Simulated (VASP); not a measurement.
# Ag in VASP: notebook, part 2 of 2

VASP 6.6.1.

## Step 5: Single point, PBEsol

Contents of INCAR:

```
SYSTEM = Ag
  PREC = Accurate
  ENCUT = 520
  EDIFF = 1E-6
  ISMEAR = -1
  SIGMA = 0.05
  LREAL = Auto
  LASPH = .True.
  NELM = 80
  ALGO = Normal
  ISIF = 2
  LWAVE = .False.
  LCHARG = .False.
  GGA = PS
  NBANDS = 120
```

Contents of KPOINTS:

```
Automatic mesh
0
Gamma
  1 2 1
  0 0 0
```

Contents of POSCAR:

```
Ag
1.0
   12.2700000000      0.0000000000      0.0000000000
    0.0000000000      5.7841330000      0.0000000000
    0.0000000000      0.0000000000     15.8920670000
Ag
19
Direct
    0.0000000000      0.0000000000      0.0629244767
    0.3333333333      0.0000000000      0.0629244767
    0.6666666667      0.0000000000      0.0629244767
    0.0000000000      0.5000057917      0.0629244767
    0.3333333333      0.5000057917      0.0629244767
    0.6666666667      0.5000057917      0.0629244767
    0.1609535452      0.2117517007      0.1316820524
    0.5007090465      0.3158122401      0.3111804147
    0.8417929910      0.3338961950      0.1308262796
    0.1793969030      0.7293400757      0.1248358694
    0.5056968215      0.7109276360      0.1579341441
    0.8371964140      0.7870323867      0.1793221738
    0.0509209454      0.0103904941      0.2632948879
    0.3228932355      0.0962287693      0.2641003212
    0.6302607987     -0.0976810181      0.2738410302
    0.1576772616      0.4610025392      0.2864825576
    0.3494947025      0.5791360607      0.2255842490
    0.6658679707      0.4097934816      0.2280571810
    0.8539690302      0.7632950349      0.3234632726
```

Potentials or basis: VASP PAW PBE potentials, release 64 (Ag).

Started as:

```bash
$ cat potpaw_PBE.64/Ag/POTCAR > POTCAR
$ mpirun -np 1 vasp_std > vasp.out
```

OUTCAR:

```text
SYSTEM = Ag
   PREC = Accurate
   ENCUT = 520
   EDIFF = 1E-6
   ISMEAR = -1
   LREAL = Auto
   LASPH = .True.
   NELM = 80
   ISIF = 2
   GGA = PS

 ion  position               nearest neighbor table
   1  0.000  0.000  0.063-   7 2.57  10 2.87   4 2.89   4 2.89   9 2.94  12 2.99  13 3.25
   2  0.333  0.000  0.063-  10 2.64   7 2.68   5 2.89   5 2.89  11 3.09  14 3.25  17 3.56
   3  0.667  0.000  0.063-   6 2.89   6 2.89  11 3.00  12 3.05   9 3.08  15 3.43  18 3.54
   4  0.000  0.500  0.063-   9 2.42  10 2.75   7 2.81   1 2.89   1 2.89  12 3.19
   5  0.333  0.500  0.063-  10 2.51  17 2.63  11 2.87   2 2.89   2 2.89   7 2.91
   6  0.667  0.500  0.063-   9 2.59  18 2.68  11 2.77   3 2.89   3 2.89  12 3.25
   7  0.161  0.212  0.132-   1 2.57   2 2.68  13 2.75  10 2.80   4 2.81  16 2.85   5 2.91  14 2.97
                            10 3.00  17 3.48
   8  0.501  0.316  0.311-  18 2.48  14 2.63  17 2.76  15 2.93  11 3.34
   9  0.842  0.334  0.131-   4 2.42   6 2.59  18 2.69  12 2.73   1 2.94   3 3.08  12 3.26
  10  0.179  0.729  0.125-   5 2.51   2 2.64   4 2.75  17 2.77   7 2.80   1 2.87   7 3.00  16 3.01
                            13 3.16  14 3.54
  11  0.506  0.711  0.158-  17 2.33  15 2.64   6 2.77  18 2.85   5 2.87   3 3.00   2 3.09   8 3.34
[... 341 lines left out ...]
      3      -6.6327      2.00000
      4      -6.5160      2.00000
      5      -6.3869      2.00000
      6      -6.2949      2.00000
[... 108 lines left out ...]
    115       2.0674      0.00000
    116       2.2392      0.00000
 [bands above 116 left out]

------------------------ aborting loop because EDIFF is reached ----------------------------------------

  FORCE on cell =-STRESS in cart. coord.  units (eV):
  Direction    XX          YY          ZZ          XY          YZ          ZX
  --------------------------------------------------------------------------------------
  -------------------------------------------------------------------------------------
  Total        5.2935479    -25.1243248      8.5385641      4.2851866     -2.0733298     -5.7309239
  in kB        7.5195908    -35.6896066     12.1292014      6.0871934     -2.9452065     -8.1408921
  external PRESSURE =      -5.3469381 kB  Pullay stress =       0.0000000 kB

 VOLUME and BASIS-vectors are now :
 -----------------------------------------------------------------------------
  energy-cutoff  :      520.00
  volume of cell :     1127.88
      direct lattice vectors                 reciprocal lattice vectors
    12.270000000  0.000000000  0.000000000     0.081499593  0.000000000  0.000000000
     0.000000000  5.784133000  0.000000000     0.000000000  0.172886758  0.000000000
     0.000000000  0.000000000 15.892067000     0.000000000  0.000000000  0.062924477

 POSITION                                       TOTAL-FORCE (eV/Angst)
 -----------------------------------------------------------------------------------
      0.00000      0.00000      1.00000        -0.694737     -0.450849      0.261712
      4.09000      0.00000      1.00000         0.917352     -0.107070      0.105284
      8.18000      0.00000      1.00000         0.009863     -0.043657      0.776811
      0.00000      2.89210      1.00000         1.416462      0.926479     -0.675323
      4.09000      2.89210      1.00000         0.947608     -0.720331     -0.889833
      8.18000      2.89210      1.00000        -0.418499      0.486477     -0.439777
[... 11 lines left out ...]
      8.17020      2.37030      3.62430         0.930441      0.359770     -0.064826
     10.47820      4.41500      5.14050         0.328753     -0.125234      2.976688
 -----------------------------------------------------------------------------------
    total drift:                               -0.003678      0.001197     -0.012107

  FREE ENERGIE OF THE ION-ELECTRON SYSTEM (eV)
  ---------------------------------------------------
  free  energy   TOTEN  =       -46.2908612037 eV

  energy  without entropy=      -46.2409612574  energy(sigma->0) =      -46.26591123
```

OSZICAR:

```text
N       E                     dE             d eps       ncg     rms          rms(c)
DAV:   1     0.128116273105E+04    0.12812E+04   -0.89355E+04   480   0.144E+03
DAV:   2     0.310260302551E+02   -0.12501E+04   -0.11751E+04   528   0.294E+02
DAV:   3    -0.480081397228E+02   -0.79034E+02   -0.75679E+02   544   0.630E+01
[... 13 lines left out ...]
DAV:  17    -0.462907806519E+02   -0.20904E-03   -0.49947E-06   312   0.436E-03    0.174E-03
DAV:  18    -0.462908347034E+02   -0.54052E-04   -0.12828E-06   312   0.190E-03    0.944E-04
DAV:  19    -0.462908558878E+02   -0.21184E-04   -0.56472E-07   304   0.131E-03    0.397E-04
DAV:  20    -0.462908603523E+02   -0.44645E-05   -0.13472E-07   304   0.672E-04    0.185E-04
DAV:  21    -0.462908612037E+02   -0.85137E-06   -0.27259E-08   296   0.252E-04
   1 F= -.46290861E+02 E0= -.46265911E+02  d E =-.498999E-01
```

stdout:

```text
POSCAR found type information on POSCAR Ag
 POSCAR found :  1 types and      19 ions
 scaLAPACK will be used
 -----------------------------------------------------------------------------
|                                                                             |
|                                                                             |
|     You enforced a specific xc type in the INCAR file but a different       |
|     I HOPE YOU KNOW WHAT YOU ARE DOING!                                     |
|                                                                             |
 -----------------------------------------------------------------------------

 LDA part: xc-table for (Slater+PW92), standard interpolation
 POSCAR, INCAR and KPOINTS ok, starting setup
 FFT: planning ... GRIDC
 FFT: planning ... GRID_SOFT
 FFT: planning ... GRID
 WAVECAR not read
 entering main loop
```

Wall time 13 min (1 thread of Oxide Virtual Turin-like, shared host); peak memory 1 GiB.

Results:

- Free energy: -46.2909 eV
- Largest force: 3.761 eV/Å

Forces on the atoms (eV/Å):
```
Ag  -0.695 -0.451  0.262
Ag   0.917 -0.107  0.105
Ag   0.010 -0.044  0.777
Ag   1.416  0.926 -0.675
Ag   0.948 -0.720 -0.890
Ag  -0.418  0.486 -0.440
Ag   0.643  0.867  0.531
Ag  -0.495 -0.118  0.413
Ag  -0.918 -1.763  0.699
Ag  -1.466  0.390  0.763
Ag   2.258  1.256 -2.078
Ag  -0.331  0.516 -3.711
Ag  -0.101 -0.425 -0.179
Ag  -0.715 -0.325 -0.559
Ag   0.369  0.238  0.135
Ag  -0.358 -0.234 -0.216
Ag  -2.323 -0.729  2.152
Ag   0.930  0.360 -0.065
Ag   0.329 -0.125  2.977
```

Caveat: the k points lie up to 0.54 Å⁻¹ apart; the PAW data sets were made with another functional, which shifts forces and pressure a little.
